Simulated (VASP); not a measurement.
Input of a VASP 6.6.1 run:

The input POSCAR:

```
SiC
1.0
    0.0000000000      2.1780523476      2.1780523476
    2.1780523476      0.0000000000      2.1780523476
    2.1780523476      2.1780523476      0.0000000000
Si C
1 1
Direct
    0.0000000000      0.0000000000      0.0000000000
    0.2500000000      0.2500000000      0.2500000000
```

INCAR.step1

```
SYSTEM = SiC
ALGO = Normal ; EDIFF = 1E-4
ENCUT = 520 ; GGA = PE
ISMEAR = 0 ; LASPH = .True.
LCHARG = .False. ; LREAL = .False.
LWAVE = .True. ; NBANDS = 11
NELM = 100 ; PREC = Accurate
SIGMA = 0.01
```

Contents of INCAR.step2:

```
SYSTEM = SiC
ALGO = Normal ; EDIFF = 1E-6
ENCUT = 520 ; ISIF = 2
ISMEAR = 0 ; ISTART = 1
LASPH = .True. ; LCHARG = .True.
LELF = .True. ; LMIXTAU = .True.
LREAL = .False. ; LVHAR = .True.
LWAVE = .False. ; METAGGA = R2SCAN
NBANDS = 11 ; NELM = 100
PREC = Accurate ; SIGMA = 0.01
```

File KPOINTS:

```
k-points
0
Gamma
  10 10 10
  0 0 0
```

Potentials or basis: VASP PAW PBE potentials, release 64 (Si, C).

Launch:

```bash
$ cat potpaw_PBE.64/Si/POTCAR potpaw_PBE.64/C/POTCAR > POTCAR
$ cp INCAR.step1 INCAR
$ mpirun -np 1 vasp_std > vasp.out
$ cp INCAR.step2 INCAR
$ mpirun -np 1 vasp_std > vasp.out
```

**Question.** Predict the band gap on the k mesh.

**Answer.** 1.72 eV (least direct gap 5.06 eV).

**Question.** Estimate the pressure.

**Answer.** -0.1 GPa.

Caveat: the PAW data sets were made with another functional, which shifts forces and pressure a little. A k mesh can miss the band edges.
